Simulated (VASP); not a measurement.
MoS2, 12 atoms in the cell. The typed cell holds 12 atoms: a = 7.127 Å, b = 7.127 Å, c = 7.127 Å, α = 52.83°, β = 52.83°, γ = 52.83°. 

```yaml
Program: VASP 6.6.1
Task: single point
Functional: LDA
Potentials_or_basis: VASP PAW LDA potentials, release 64 (Mo_sv, S)
Cutoff: 520 eV
k_mesh: 3 × 3 × 3
Occupations: fermi-dirac, width 0.36 eV
Spin: no spin polarisation
Dipole_correction: no
Further_INCAR_settings: ALGO = Normal; EDIFF = 1e-06; NBANDS = 64
```

Potentials or basis: VASP PAW LDA potentials, release 64 (Mo_sv, S).

The run is started by

```bash
$ cat potpaw_LDA.64/Mo_sv/POTCAR potpaw_LDA.64/S/POTCAR > POTCAR
$ mpirun -np 1 vasp_std > vasp.out
```

Hardware: 1 thread of Intel(R) Xeon(R) 6975P-C (Granite Rapids) (shared host).

**Question.** How long does it take, and how much memory?

**Answer.** It took 3.1 min on 1 thread of Intel(R) Xeon(R) 6975P-C (Granite Rapids) (shared host), peak memory 0.37 GiB. Counts: scf iterations 16, k points 14.
